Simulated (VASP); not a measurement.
A run of VASP 6.6.1 is set up as follows.

INCAR

```
SYSTEM = AlNi
ALGO = Fast
EDIFF = 1E-7
ENCUT = 520
GGA = PS
ISIF = 2
ISMEAR = 0
LASPH = .True.
LCHARG = .False.
LREAL = .False.
LWAVE = .False.
NBANDS = 14
NELM = 60
PREC = Accurate
SIGMA = 0.1
```

Contents of KPOINTS:

```
k-points
0
Gamma
  16 16 14
  0 0 0
```

POSCAR

```
AlNi
1.0
    2.0213372431     -2.0213589201      0.0000000000
    2.0213372431      2.0213589201      0.0000000000
    0.0000000000      0.0000000000      2.8693957263
Al Ni
1 1
Direct
    0.0000000000      0.0000000000      0.0000000000
    0.5000000000      0.5000000000      0.5000000000
```

Potentials or basis: VASP PAW PBE potentials, release 64 (Al, Ni).

Run with:

```console
$ cat potpaw_PBE.64/Al/POTCAR potpaw_PBE.64/Ni/POTCAR > POTCAR
$ mpirun -np 1 vasp_std > vasp.out
```

Q: Predict the band gap on the k mesh.

A: Zero (an odd number of electrons rules out a gap without spin polarisation).

Q: Predict the pressure.

A: 0.1 GPa.

Caveat: the PAW data sets were made with another functional, which shifts forces and pressure a little. Spin polarisation is off, so any magnetic state and its effect on volume and gap are missing.
